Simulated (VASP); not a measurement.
# Bi (Pm-3n) in VASP: relaxation of cell and atoms with BLYP

Aim: the relaxation of cell and atoms of Bi with BLYP.

Everything below comes from runs of VASP 6.6.1. Logs are shortened: lines on timing, memory, paths and dates and some standing lists are left out, and cuts for length are marked.

## Step 1: The cell of the first run

It takes space group Pm-3n (No. 223, cubic). The conventional cell has a = 6.340 Å, b = 6.340 Å, c = 6.340 Å, α = 90.00°, β = 90.00°, γ = 90.00°. Within 4.7 Å of Bi (site symmetry m-3) lie 12 Bi at 3.54 Å. Bi (site symmetry -4m2) has 14 Bi at 3.17 to 3.88 Å within 4.2 Å.

## Step 2: Relaxation of cell and atoms, BLYP

The input, INCAR:

```
SYSTEM = Bi
PREC     = Accurate       ! precision mode
ENCUT    = 600            ! plane-wave cutoff, eV
EDIFF    = 1E-6           ! SCF threshold, eV
ISMEAR   = -1             ! smearing method
SIGMA    = 0.1            ! smearing width, eV
LREAL    = .FALSE.        ! projectors in reciprocal space
LASPH    = .TRUE.         ! aspherical terms in the spheres
NELM     = 60             ! most SCF steps
ALGO     = Normal         ! electronic algorithm
ISIF     = 3              ! what is computed and relaxed
LWAVE    = .FALSE.        ! write WAVECAR
LCHARG   = .FALSE.        ! write CHGCAR
GGA      = B5             ! functional
ALDAX    = 1.0          
AGGAX    = 1.0          
AGGAC    = 1.0          
ALDAC    = 0.0          
IBRION   = 2              ! ionic algorithm
NSW      = 80             ! ionic steps
EDIFFG   = -0.01          ! ionic threshold
```

The input, KPOINTS:

```
regular mesh
0
G
  4 4 4
  0 0 0
```

The input, POSCAR:

```
Bi
1.0
    6.3396140996      0.0000000000      0.0000000000
    0.0000000000      6.3396140996      0.0000000000
    0.0000000000      0.0000000000      6.3396140996
Bi
8
Direct
    0.0000000000      0.0000000000      0.0000000000
    0.5000000000      0.5000000000      0.5000000000
    0.2500000000      0.0000000000      0.5000000000
    0.7500000000      0.0000000000      0.5000000000
    0.5000000000      0.2500000000      0.0000000000
    0.5000000000      0.7500000000      0.0000000000
    0.0000000000      0.5000000000      0.2500000000
    0.0000000000      0.5000000000      0.7500000000
```

Potentials or basis: VASP PAW PBE potentials, release 64 (Bi_d).

The run is started by

```bash
> cat potpaw_PBE.64/Bi_d/POTCAR > POTCAR
> mpirun -np 1 vasp_std > vasp.out
```

OUTCAR:

```text
SYSTEM = Bi
   PREC = Accurate
   ENCUT = 600
   EDIFF = 1E-6
   ISMEAR = -1
   LREAL = .FALSE.
   LASPH = .TRUE.
   NELM = 60
   ISIF = 3
   GGA = B5
   IBRION = 2
   NSW = 80
   EDIFFG = -0.01

 ion  position               nearest neighbor table
   1  0.000  0.000  0.000-   3 3.54   4 3.54   5 3.54   6 3.54   7 3.54   8 3.54   3 3.54   4 3.54
                             7 3.54   8 3.54   5 3.54   6 3.54
   2  0.500  0.500  0.500-   3 3.54   4 3.54   5 3.54   6 3.54   7 3.54   8 3.54   5 3.54   6 3.54
                             3 3.54   4 3.54   7 3.54   8 3.54
   3  0.250  0.000  0.500-   4 3.17   4 3.17   1 3.54   1 3.54   2 3.54   2 3.54   5 3.88   6 3.88
                             6 3.88   5 3.88   8 3.88   7 3.88   8 3.88   7 3.88
   4  0.750  0.000  0.500-   3 3.17   3 3.17   1 3.54   1 3.54   2 3.54   2 3.54   5 3.88   6 3.88
                             6 3.88   5 3.88   8 3.88   7 3.88   8 3.88   7 3.88
   5  0.500  0.250  0.000-   6 3.17   6 3.17   1 3.54   2 3.54   2 3.54   1 3.54   3 3.88   4 3.88
                             3 3.88   4 3.88   8 3.88   7 3.88   7 3.88   8 3.88
   6  0.500  0.750  0.000-   5 3.17   5 3.17   1 3.54   2 3.54   2 3.54   1 3.54   3 3.88   4 3.88
                             3 3.88   4 3.88   8 3.88   7 3.88   7 3.88   8 3.88
   7  0.000  0.500  0.250-   8 3.17   8 3.17   1 3.54   2 3.54   1 3.54   2 3.54   3 3.88   4 3.88
                             5 3.88   3 3.88   4 3.88   6 3.88   5 3.88   6 3.88
   8  0.000  0.500  0.750-   7 3.17   7 3.17   1 3.54   2 3.54   1 3.54   2 3.54   3 3.88   4 3.88
                             5 3.88   3 3.88   4 3.88   6 3.88   5 3.88   6 3.88

  LATTYP: Found a simple cubic cell.
 ALAT       =     6.3396140996

  Lattice vectors:

 A1 = (   6.3396140996,   0.0000000000,   0.0000000000)
 A2 = (   0.0000000000,   6.3396140996,   0.0000000000)
 A3 = (   0.0000000000,   0.0000000000,   6.3396140996)

Analysis of symmetry for initial positions (statically):
=====================================================================
 Subroutine PRICEL returns:
 Original cell was already a primitive cell.

 Routine SETGRP: Setting up the symmetry group for a
 simple cubic supercell.

 Subroutine GETGRP returns: Found 48 space group operations
 (whereof 24 operations were pure point group operations)
 out of a pool of 48 trial point group operations.

The static configuration has the point symmetry T_h .
 The point group associated with its full space group is O_h .

Analysis of symmetry for dynamics (positions and initial velocities):
=====================================================================
 Subroutine PRICEL returns:
 Original cell was already a primitive cell.

 Routine SETGRP: Setting up the symmetry group for a
 simple cubic supercell.

 Subroutine GETGRP returns: Found 48 space group operations
 (whereof 24 operations were pure point group operations)
 out of a pool of 48 trial point group operations.

The dynamic configuration has the point symmetry T_h .
 The point group associated with its full space group is O_h .

 Subroutine INISYM returns: Found 48 space group operations
 (whereof 24 operations are pure point group operations),
 and found     1 'primitive' translations

----------------------------------------------------------------------------------------

                                     Primitive cell

  volume of cell :     254.7936

  direct lattice vectors                    reciprocal lattice vectors
     6.339614100  0.000000000  0.000000000     0.157738308  0.000000000  0.000000000
     0.000000000  6.339614100  0.000000000     0.000000000  0.157738308  0.000000000
     0.000000000  0.000000000  6.339614100     0.000000000  0.000000000  0.157738308

  length of vectors
     6.339614100  6.339614100  6.339614100     0.157738308  0.157738308  0.157738308

  position of ions in fractional coordinates (direct lattice)
     0.000000000  0.000000000  0.000000000
     0.500000000  0.500000000  0.500000000
     0.250000000  0.000000000  0.500000000
     0.750000000  0.000000000  0.500000000
     0.500000000  0.250000000  0.000000000
     0.500000000  0.750000000  0.000000000
     0.000000000  0.500000000  0.250000000
     0.000000000  0.500000000  0.750000000

  ion indices of the primitive-cell ions
   primitive index   ion index
                 1           1
                 2           2
                 3           3
                 4           4
                 5           5
                 6           6
                 7           7
                 8           8

----------------------------------------------------------------------------------------

 KPOINTS: regular mesh

Automatic generation of k-mesh.
 Grid dimensions read from file:
 generate k-points for:    4    4    4

 Generating k-lattice:

  Cartesian coordinates                     Fractional coordinates (reciprocal lattice)
     0.039434577  0.000000000  0.000000000     0.250000000  0.000000000  0.000000000
     0.000000000  0.039434577  0.000000000     0.000000000  0.250000000  0.000000000
     0.000000000  0.000000000  0.039434577     0.000000000  0.000000000  0.250000000

  Length of vectors
     0.039434577  0.039434577  0.039434577

  Shift w.r.t. Gamma in fractional coordinates (k-lattice)
     0.000000000  0.000000000  0.000000000

 Subroutine IBZKPT returns following result:
 ===========================================

 Found     10 irreducible k-points:

 Following reciprocal coordinates:
            Coordinates               Weight
  0.000000  0.000000  0.000000      1.000000
  0.250000  0.000000  0.000000      6.000000
  0.500000  0.000000  0.000000      3.000000
  0.250000  0.250000  0.000000     12.000000
  0.500000  0.250000  0.000000     12.000000
  0.500000  0.500000  0.000000      3.000000
  0.250000  0.250000  0.250000      8.000000
  0.500000  0.250000  0.250000     12.000000
  0.500000  0.500000  0.250000      6.000000
  0.500000  0.500000  0.500000      1.000000
   k-points           NKPTS =     10   k-points in BZ     NKDIM =     10   number of bands    NBANDS=     72
   number of dos      NEDOS =    301   number of ions     NIONS =      8
   total plane-waves  NPLWV = 157464
   dimension x,y,z NGX =    54 NGY =   54 NGZ =   54
   dimension x,y,z NGXF=   108 NGYF=  108 NGZF=  108
   ions per type =               8
   NGX,Y,Z   is equivalent  to a cutoff of  14.16, 14.16, 14.16 a.u.
   NGXF,Y,Z  is equivalent  to a cutoff of  28.32, 28.32, 28.32 a.u.
 SYSTEM =  Bi
   PREC   = accura    normal or accurate (medium, high low for compatibility)
   ISTART =      0    job   : 0-new  1-cont  2-samecut
   ICHARG =      2    charge: 1-file 2-atom 10-const
   ISPIN  =      1    spin polarized calculation?
   LNONCOLLINEAR =      F non collinear calculations
   LSORBIT =      F    spin-orbit coupling
   LASPH  =      T    aspherical Exc in radial PAW
   ENCUT  =  600.0 eV  44.10 Ry    6.64 a.u.  12.66 12.66 12.66*2*pi/ulx,y,z
   NELM   =     60;   NELMIN=  2; NELMDL= -5     # of ELM steps
   EDIFF  = 0.1E-05   stopping-criterion for ELM
   LREAL  =      F    real-space projection
   EDIFFG = -.1E-01   stopping-criterion for IOM
   NSW    =     80    number of steps for IOM
   IBRION =      2    ionic relax: 0-MD 1-quasi-New 2-CG
   NFREE  =      1    steps in history (QN), initial steepest desc. (CG)
   ISIF   =      3    stress and relaxation
   ISYM   =      2    0-nonsym 1-usesym 2-fastsym
   POTIM  = 0.5000    time-step for ionic-motion
   TEBEG  =    0.0;   TEEND  =   0.0 temperature during run
   PSTRESS=    0.0 pullay stress
   NELECT =     120.0000    total number of electrons
   NUPDOWN=      -1.0000    fix difference up-down
   EMIN   =  10.00;   EMAX   =-10.00  energy-range for DOS
   EFERMI =   0.00;   METHOD = LEGACY
   ISMEAR =    -1;   SIGMA  =   0.10  broadening in eV -4-tet -1-fermi 0-gaus
   EFERMI_NEDOS =   21; number of points for ismear=-14 and -15
   IALGO  =     38    algorithm
   IMIX   =      4    mixing-type and parameters
     AMIX     =   0.40;   BMIX     =  1.00
     AMIX_MAG =   1.60;   BMIX_MAG =  1.00
  volume/ion in A,a.u.               =      31.85       214.93
  Fermi-wavevector in a.u.,A,eV,Ry     =   1.273715  2.406973 22.073427  1.622351
  Thomas-Fermi vector in A             =   2.406523
   LORBIT       =      0    0 simple, 1 ext, 2 COOP (PROOUT), +10 PAW based schemes
   GGA     = B5    functional components
   LHFCALC =     F    Hartree Fock is set to
   AEXX    =    0.0000 exact exchange contribution
   IVDW    =     0    specifies the selected vdW correction
   LEPSILON=     F    determine dielectric tensor
   LRPA    =     F    only Hartree local field effects (RPA)
 conjugate gradient relaxation of ions
 non-spin polarized calculation
  energy-cutoff  :      600.00
  volume of cell :      254.79
 maximum number of plane-waves:      8578
 NGX is ok and might be reduce to    54
   NGX = 25   NGY = 25   NGZ = 25

--------------------------------------- Ionic step        1  -------------------------------------------

 number of electron     120.0000026 magnetization

 Free energy of the ion-electron system (eV)
  ---------------------------------------------------
  ext. energy  EPLUGINS =         0.00000000
  ---------------------------------------------------
  free energy    TOTEN  =       -22.45565902 eV

  energy without entropy =      -22.20731422  energy(sigma->0) =      -22.33148662

------------------------ aborting loop because EDIFF is reached ----------------------------------------

  FORCE on cell =-STRESS in cart. coord.  units (eV):
  Direction    XX          YY          ZZ          XY          YZ          ZX
  --------------------------------------------------------------------------------------
  -------------------------------------------------------------------------------------
  Total        8.4283805      8.4283805      8.4283805      0.0000000      0.0000000      0.0000000
  in kB       52.9988257     52.9988257     52.9988257      0.0000000      0.0000000      0.0000000
  external PRESSURE =      52.9988257 kB  Pullay stress =       0.0000000 kB
[... 69 lines left out ...]
  energy  without entropy=      -22.5491278244  energy(sigma->0) =      -22.68452000

--------------------------------------- Ionic step        3  -------------------------------------------

 number of electron     119.9999966 magnetization

 Free energy of the ion-electron system (eV)
  ---------------------------------------------------
  ext. energy  EPLUGINS =         0.00000000
  ---------------------------------------------------
  free energy    TOTEN  =       -22.88145857 eV

  energy without entropy =      -22.61913638  energy(sigma->0) =      -22.75029748

 E-fermi :   7.0238     XC(G=0):  -9.0816

 val. band max:        7.0063053331   @ k =   0.5000   0.5000   0.2500
 cond. band min:       7.0681393971   @ k =   0.2500   0.2500   0.0000
 fundamental gap:      0.0618340640
 Fermi energy:         7.0238239452

 k-point     1 :       0.0000    0.0000    0.0000
  band No.  band energies     occupation
      1     -16.0599      2.00000
      2     -16.0599      2.00000
      3     -16.0596      2.00000
      4     -16.0375      2.00000
      5     -16.0375      2.00000
      6     -16.0233      2.00000
[... 774 lines left out ...]
  FREE ENERGIE OF THE ION-ELECTRON SYSTEM (eV)
  ---------------------------------------------------
  free  energy   TOTEN  =       -22.8814585745 eV

  energy  without entropy=      -22.6191363846  energy(sigma->0) =      -22.75029748

 reached required accuracy - stopping structural energy minimisation
```

It took 6.7 min on 1 thread of Intel Xeon 6975P-C (Granite Rapids), shared host; peak memory 0.48 GiB.

What came out:

| Property | Result |
| --- | --- |
| Free energy | -22.8815 eV |
| Relaxed volume | 35.39 Å³/atom |
| Relaxed cell | a = 6.566 Å, b = 6.566 Å, c = 6.566 Å, α = 90.00°, β = 90.00°, γ = 90.00° |
| Space group after relaxing (to 0.1 Å) | Pm-3n (No. 223) |
| Energy gained by relaxing | 53.2 meV/atom |
| Ionic steps | 3 |
| Pressure after relaxing | 0.0 GPa |
| Band gap on the k mesh | zero (bands 60 and 61 overlap by 0.33 eV) |

The path:
| step | energy change (eV) | largest force (eV/Å) | pressure (GPa) | volume (Å³) |
| --- | --- | --- | --- | --- |
| 1 | 0.0000 | 0.0000 | 5.30 | 254.79 |
| 2 | -0.3643 | 0.0000 | -1.52 | 295.65 |
| 3 | -0.4258 | 0.0000 | -0.01 | 283.10 |

Final structure:
```yaml
crystal:
  lattice:
    - [6.56618, 0.00000, 0.00000]
    - [0.00000, 6.56618, 0.00000]
    - [0.00000, 0.00000, 6.56618]
  atoms:
    - { symbol: Bi, position: [0.00000, 0.00000, 0.00000] }
    - { symbol: Bi, position: [0.50000, 0.50000, 0.50000] }
    - { symbol: Bi, position: [0.25000, 0.00000, 0.50000] }
    - { symbol: Bi, position: [0.75000, 0.00000, 0.50000] }
    - { symbol: Bi, position: [0.50000, 0.25000, 0.00000] }
    - { symbol: Bi, position: [0.50000, 0.75000, 0.00000] }
    - { symbol: Bi, position: [0.00000, 0.50000, 0.25000] }
    - { symbol: Bi, position: [0.00000, 0.50000, 0.75000] }
```

Levels at points of the mesh, in eV from the Fermi level:
| k point | band 56 | band 57 | band 58 | band 59 | band 60 | band 61 | band 62 | band 63 | band 64 | band 65 |
| --- | --- | --- | --- | --- | --- | --- | --- | --- | --- | --- |
| (0.00, 0.00, 0.00) | -2.27 | -2.27 | -1.10 | -1.10 | -1.10 | 0.65 | 0.65 | 0.65 | 1.14 | 1.14 |
| (0.50, 0.00, 0.00) | -1.78 | -0.86 | -0.86 | -0.40 | -0.40 | -0.12 | -0.12 | 0.60 | 0.60 | 1.02 |
| (0.50, 0.50, 0.00) | -1.71 | -1.04 | -1.04 | -0.85 | -0.13 | -0.02 | 0.37 | 0.81 | 0.81 | 1.14 |
| (0.50, 0.50, 0.50) | -1.95 | 0.21 | 0.21 | 0.21 | 0.21 | 0.21 | 0.21 | 0.22 | 0.22 | 0.22 |

Caveat: the PAW data sets were made with another functional, which shifts forces and pressure a little; spin-orbit coupling is left out, which moves the levels of the heavy elements.
